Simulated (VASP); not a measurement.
Ir, 1 atom in the cell. It takes space group Pm-3m (No. 221, cubic). Conventional cell: a = 2.494 Å, b = 2.494 Å, c = 2.494 Å, α = 90.00°, β = 90.00°, γ = 90.00°. Ir (site symmetry m-3m) has 6 Ir at 2.49 Å within 3.3 Å. This isn't the form of Ir at room conditions, which is fcc.

* Program: VASP 6.6.1
* Task: single point
* Functional: LDA
* Potentials or basis: VASP PAW LDA potentials, release 64 (Ir_sv_GW)
* Cutoff: 560 eV
* k mesh: 14 × 14 × 14
* Occupations: fermi-dirac, width 0.1 eV
* Spin: no spin polarisation
* Dipole correction: no
* Further INCAR settings: ALGO = Normal; EDIFF = 1e-06; NBANDS = 14

Potentials or basis: VASP PAW LDA potentials, release 64 (Ir_sv_GW).

Run with:

```console
$ cat potpaw_LDA.64/Ir_sv_GW/POTCAR > POTCAR
$ mpirun -np 1 vasp_std > vasp.out
```

Hardware: 1 thread of AMD EPYC 9R45 96-Core Processor (Zen 5), on a shared host.

Question: Estimate the wall time of this run.

Answer: Run time: 11 s on 1 thread of AMD EPYC 9R45 96-Core Processor (Zen 5), with other jobs on the host, peak memory 0.11 GiB. Counts: scf iterations 12, k points 120.
